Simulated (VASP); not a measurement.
# MgO (Fm-3m) in VASP: further runs, part 2 of 2

VASP 6.6.1.

## (3) Single point, PBE

Input file INCAR:

```
SYSTEM = MgO
ALGO = Normal ; EDIFF = 1E-7
ENCUT = 520 ; GGA = PE
ISIF = 2 ; ISMEAR = 0
LASPH = .TRUE. ; LCHARG = .FALSE.
LREAL = .FALSE. ; LWAVE = .FALSE.
NBANDS = 11 ; NELM = 100
PREC = Accurate ; SIGMA = 0.01
```

Input file KPOINTS:

```
k-points
0
G
  6 6 6
  0 0 0
```

Input file POSCAR:

```
MgO
1.0
    0.0000000000      2.1530130000      2.1530130000
    2.1530130000      0.0000000000      2.1530130000
    2.1530130000      2.1530130000      0.0000000000
Mg O
1 1
Direct
    0.0000000000      0.0000000000      0.0000000000
    0.5000000000      0.5000000000      0.5000000000
```

Potentials or basis: VASP PAW PBE potentials, release 64 (Mg, O).

Launch:

```bash
cat potpaw_PBE.64/Mg/POTCAR potpaw_PBE.64/O/POTCAR > POTCAR
mpirun -np 1 vasp_std > vasp.out
```

OUTCAR:

```text
SYSTEM = MgO
   EDIFF = 1E-7
   ENCUT = 520
   GGA = PE
   ISIF = 2
   ISMEAR = 0
   LASPH = .TRUE.
   LREAL = .FALSE.
   NELM = 100
   PREC = Accurate

 ion  position               nearest neighbor table
   1  0.000  0.000  0.000-   2 2.15   2 2.15   2 2.15   2 2.15   2 2.15   2 2.15
   2  0.500  0.500  0.500-   1 2.15   1 2.15   1 2.15   1 2.15   1 2.15   1 2.15

  LATTYP: Found a face centered cubic cell.
 ALAT       =     4.3060260000

  Lattice vectors:

 A1 = (   0.0000000000,   2.1530130000,   2.1530130000)
 A2 = (   2.1530130000,   0.0000000000,   2.1530130000)
 A3 = (   2.1530130000,   2.1530130000,   0.0000000000)

Analysis of symmetry for initial positions (statically):
=====================================================================
 Subroutine PRICEL returns:
 Original cell was already a primitive cell.

 Routine SETGRP: Setting up the symmetry group for a
 face centered cubic supercell.

 Subroutine GETGRP returns: Found 48 space group operations
 (whereof 48 operations were pure point group operations)
 out of a pool of 48 trial point group operations.

The static configuration has the point symmetry O_h .

Analysis of symmetry for dynamics (positions and initial velocities):
=====================================================================
 Subroutine PRICEL returns:
 Original cell was already a primitive cell.

 Routine SETGRP: Setting up the symmetry group for a
 face centered cubic supercell.

 Subroutine GETGRP returns: Found 48 space group operations
 (whereof 48 operations were pure point group operations)
 out of a pool of 48 trial point group operations.

The dynamic configuration has the point symmetry O_h .

 Subroutine INISYM returns: Found 48 space group operations
 (whereof 48 operations are pure point group operations),
 and found     1 'primitive' translations

----------------------------------------------------------------------------------------

                                     Primitive cell

  volume of cell :      19.9604

  direct lattice vectors                    reciprocal lattice vectors
     0.000000000  2.153013000  2.153013000    -0.232232690  0.232232690  0.232232690
     2.153013000  0.000000000  2.153013000     0.232232690 -0.232232690  0.232232690
     2.153013000  2.153013000  0.000000000     0.232232690  0.232232690 -0.232232690

  length of vectors
     3.044820185  3.044820185  3.044820185     0.402238818  0.402238818  0.402238818

  position of ions in fractional coordinates (direct lattice)
     0.000000000  0.000000000  0.000000000
     0.500000000  0.500000000  0.500000000

  ion indices of the primitive-cell ions
   primitive index   ion index
                 1           1
                 2           2

----------------------------------------------------------------------------------------

 KPOINTS: k-points

Automatic generation of k-mesh.
 Grid dimensions read from file:
 generate k-points for:    6    6    6

 Generating k-lattice:

  Cartesian coordinates                     Fractional coordinates (reciprocal lattice)
    -0.038705448  0.038705448  0.038705448     0.166666667  0.000000000  0.000000000
     0.038705448 -0.038705448  0.038705448     0.000000000  0.166666667  0.000000000
     0.038705448  0.038705448 -0.038705448     0.000000000  0.000000000  0.166666667

  Length of vectors
     0.067039803  0.067039803  0.067039803

  Shift w.r.t. Gamma in fractional coordinates (k-lattice)
     0.000000000  0.000000000  0.000000000

 Subroutine IBZKPT returns following result:
 ===========================================

 Found     16 irreducible k-points:

 Following reciprocal coordinates:
            Coordinates               Weight
  0.000000  0.000000  0.000000      1.000000
  0.166667  0.000000  0.000000      8.000000
  0.333333  0.000000  0.000000      8.000000
  0.500000  0.000000  0.000000      4.000000
  0.166667  0.166667  0.000000      6.000000
  0.333333  0.166667  0.000000     24.000000
[... 8 lines left out ...]
 -0.333333  0.333333  0.166667     24.000000
 -0.333333  0.500000  0.166667     12.000000
   k-points           NKPTS =     16   k-points in BZ     NKDIM =     16   number of bands    NBANDS=     11
   number of dos      NEDOS =    301   number of ions     NIONS =      2
   total plane-waves  NPLWV =  13824
   dimension x,y,z NGX =    24 NGY =   24 NGZ =   24
   dimension x,y,z NGXF=    48 NGYF=   48 NGZF=   48
   ions per type =               1   1
   NGX,Y,Z   is equivalent  to a cutoff of  13.10, 13.10, 13.10 a.u.
   NGXF,Y,Z  is equivalent  to a cutoff of  26.21, 26.21, 26.21 a.u.
 SYSTEM =  MgO
   PREC   = accura    normal or accurate (medium, high low for compatibility)
   ISTART =      0    job   : 0-new  1-cont  2-samecut
   ICHARG =      2    charge: 1-file 2-atom 10-const
   ISPIN  =      1    spin polarized calculation?
   LNONCOLLINEAR =      F non collinear calculations
   LSORBIT =      F    spin-orbit coupling
   LASPH  =      T    aspherical Exc in radial PAW
   ENCUT  =  520.0 eV  38.22 Ry    6.18 a.u.   5.66  5.66  5.66*2*pi/ulx,y,z
   NELM   =    100;   NELMIN=  2; NELMDL= -5     # of ELM steps
   EDIFF  = 0.1E-06   stopping-criterion for ELM
   LREAL  =      F    real-space projection
   EDIFFG = 0.1E-05   stopping-criterion for IOM
   NSW    =      0    number of steps for IOM
   IBRION =     -1    ionic relax: 0-MD 1-quasi-New 2-CG
   NFREE  =      0    steps in history (QN), initial steepest desc. (CG)
   ISIF   =      2    stress and relaxation
   ISYM   =      2    0-nonsym 1-usesym 2-fastsym
   POTIM  = 0.5000    time-step for ionic-motion
   TEBEG  =    0.0;   TEEND  =   0.0 temperature during run
   PSTRESS=    0.0 pullay stress
   NELECT =       8.0000    total number of electrons
   NUPDOWN=      -1.0000    fix difference up-down
   EMIN   =  10.00;   EMAX   =-10.00  energy-range for DOS
   EFERMI =   0.00;   METHOD = LEGACY
   ISMEAR =     0;   SIGMA  =   0.01  broadening in eV -4-tet -1-fermi 0-gaus
   EFERMI_NEDOS =   21; number of points for ismear=-14 and -15
   IALGO  =     38    algorithm
   IMIX   =      4    mixing-type and parameters
     AMIX     =   0.40;   BMIX     =  1.00
     AMIX_MAG =   1.60;   BMIX_MAG =  1.00
  volume/ion in A,a.u.               =       9.98        67.35
  Fermi-wavevector in a.u.,A,eV,Ry     =   1.207021  2.280939 19.822325  1.456900
  Thomas-Fermi vector in A             =   2.342671
   LORBIT       =      0    0 simple, 1 ext, 2 COOP (PROOUT), +10 PAW based schemes
   GGA     = PE    functional components
   LHFCALC =     F    Hartree Fock is set to
   AEXX    =    0.0000 exact exchange contribution
   IVDW    =     0    specifies the selected vdW correction
   LEPSILON=     F    determine dielectric tensor
   LRPA    =     F    only Hartree local field effects (RPA)
 non-spin polarized calculation
 Gauss-broadening in eV      SIGMA  =   0.01
  energy-cutoff  :      520.00
  volume of cell :       19.96
 maximum number of plane-waves:       544
 NGX is ok and might be reduce to    24
   NGX = 11   NGY = 11   NGZ = 11

 number of electron       7.9999998 magnetization

 Free energy of the ion-electron system (eV)
  ---------------------------------------------------
  ext. energy  EPLUGINS =         0.00000000
  ---------------------------------------------------
  free energy    TOTEN  =       -11.89710637 eV

  energy without entropy =      -11.89710637  energy(sigma->0) =      -11.89710637

 E-fermi :   2.8515     XC(G=0): -10.7692

 val. band max:        2.7085758276   @ k =   0.0000   0.0000   0.0000
 cond. band min:       6.8168300352   @ k =   0.0000   0.0000   0.0000
 fundamental gap:      4.1082542076
 Fermi energy:         2.8515425447

 k-point     1 :       0.0000    0.0000    0.0000
  band No.  band energies     occupation
      1     -14.2293      2.00000
      2       2.7086      2.00000
      3       2.7086      2.00000
      4       2.7086      2.00000
      5       6.8168      0.00000
      6      18.1310      0.00000
      7      18.1310      0.00000
      8      18.1310      0.00000
      9      21.8775      0.00000
     10      23.5761      0.00000
     11      23.5761      0.00000
[... 197 lines left out ...]
 k-point    16 :      -0.3333    0.5000    0.1667
  band No.  band energies     occupation
      1     -12.8376      2.00000
      2      -0.6122      2.00000
      3       0.6252      2.00000
      4       1.1504      2.00000
      5      12.9783      0.00000
      6      13.3637      0.00000
      7      14.6006      0.00000
      8      18.3066      0.00000
      9      21.9619      0.00000
     10      26.4587      0.00000
     11      27.7723      0.00000

------------------------ aborting loop because EDIFF is reached ----------------------------------------

  FORCE on cell =-STRESS in cart. coord.  units (eV):
  Direction    XX          YY          ZZ          XY          YZ          ZX
  --------------------------------------------------------------------------------------
  -------------------------------------------------------------------------------------
  Total       -0.7244603     -0.7244603     -0.7244603      0.0000000      0.0000000      0.0000000
  in kB      -58.1507390    -58.1507390    -58.1507390      0.0000000      0.0000000      0.0000000
  external PRESSURE =     -58.1507390 kB  Pullay stress =       0.0000000 kB

 VOLUME and BASIS-vectors are now :
 -----------------------------------------------------------------------------
  energy-cutoff  :      520.00
  volume of cell :       19.96
      direct lattice vectors                 reciprocal lattice vectors
     0.000000000  2.153013000  2.153013000    -0.232232690  0.232232690  0.232232690
     2.153013000  0.000000000  2.153013000     0.232232690 -0.232232690  0.232232690
     2.153013000  2.153013000  0.000000000     0.232232690  0.232232690 -0.232232690

 POSITION                                       TOTAL-FORCE (eV/Angst)
 -----------------------------------------------------------------------------------
      0.00000      0.00000      0.00000         0.000000      0.000000      0.000000
      2.15301      2.15301      2.15301        -0.000000     -0.000000      0.000000
 -----------------------------------------------------------------------------------
    total drift:                               -0.000000     -0.000000      0.000000

  FREE ENERGIE OF THE ION-ELECTRON SYSTEM (eV)
  ---------------------------------------------------
  free  energy   TOTEN  =       -11.8971063708 eV

  energy  without entropy=      -11.8971063708  energy(sigma->0) =      -11.89710637
```

stdout:

```text
POSCAR found type information on POSCAR MgO
 POSCAR found :  2 types and       2 ions
 scaLAPACK will be used
 LDA part: xc-table for (Slater+PW92), standard interpolation
 POSCAR, INCAR and KPOINTS ok, starting setup
 FFT: planning ... GRIDC
 FFT: planning ... GRID_SOFT
 FFT: planning ... GRID
 WAVECAR not read
 entering main loop
```

It took 3.4 s on 1 thread of Intel Xeon 6975P-C, shared host; peak memory 0.14 GiB.

Results:

- Free energy: -11.8971 eV
- Pressure: -5.8 GPa
- Band gap on the k mesh: 4.11 eV, direct

Caveat: the k points lie up to 0.42 Å⁻¹ apart.

## (4) Single point, PBEsol

Input file INCAR:

```
ALGO = Normal
EDIFF = 1E-6
ENCUT = 520
GGA = PS
ISIF = 2
ISMEAR = 0
LASPH = T
LCHARG = F
LREAL = F
LWAVE = F
NBANDS = 11
NELM = 80
PREC = Accurate
SIGMA = 0.01
```

Input file KPOINTS:

```
k-points
0
Gamma
  6 6 6
```

POSCAR is that of step 3.

Launch:

```bash
cat potpaw_PBE.64/Mg/POTCAR potpaw_PBE.64/O/POTCAR > POTCAR
mpirun -np 1 vasp_std > vasp.out
```

Wall time 3.2 s (1 thread of Intel Xeon 6975P-C, shared host); peak memory 0.14 GiB.

The run converged. Its results:

| Property | Result |
| --- | --- |
| Free energy | -12.4725 eV |
| Pressure | -9.5 GPa |
| Band gap on the k mesh | 4.02 eV, direct |

Levels at points of the mesh, in eV from the valence-band top:
```csv
k point,band 1,band 2,band 3,band 4,band 5,band 6,band 7,band 8
"(0.00, 0.00, 0.00)",-16.88,0.00,0.00,0.00,4.02,15.26,15.26,15.26
"(0.50, 0.00, 0.00)",-15.72,-4.40,-0.59,-0.59,7.34,11.77,15.51,15.51
"(0.50, 0.50, 0.00)",-15.48,-3.88,-1.28,-1.28,8.84,9.18,12.29,17.86
```

Caveat: the k points lie up to 0.42 Å⁻¹ apart; the PAW data sets were made with another functional, which shifts forces and pressure a little.

## (5) Summary

| level | potentials or basis | gap on the mesh (eV) | pressure (GPa) |
| --- | --- | --- | --- |
| LDA | VASP PAW LDA potentials, release 64 (Mg, O) | 4.04 | -16.1 |
| PBE | VASP PAW PBE potentials, release 64 (Mg, O) | 4.11 | -5.8 |
| PBEsol | VASP PAW PBE potentials, release 64 (Mg, O) | 4.02 | -9.5 |

Alike in all rows: task single point; no spin polarisation; cell as given; k mesh 6 × 6 × 6; cutoff (eV) 520; smearing gaussian 0.01 eV.

Caveats: all runs use coarse meshes; the PAW data sets were made with another functional, which shifts forces and pressure a little (some runs).

Total energies depend on the potentials used, so only differences within one code and one set of settings carry meaning.
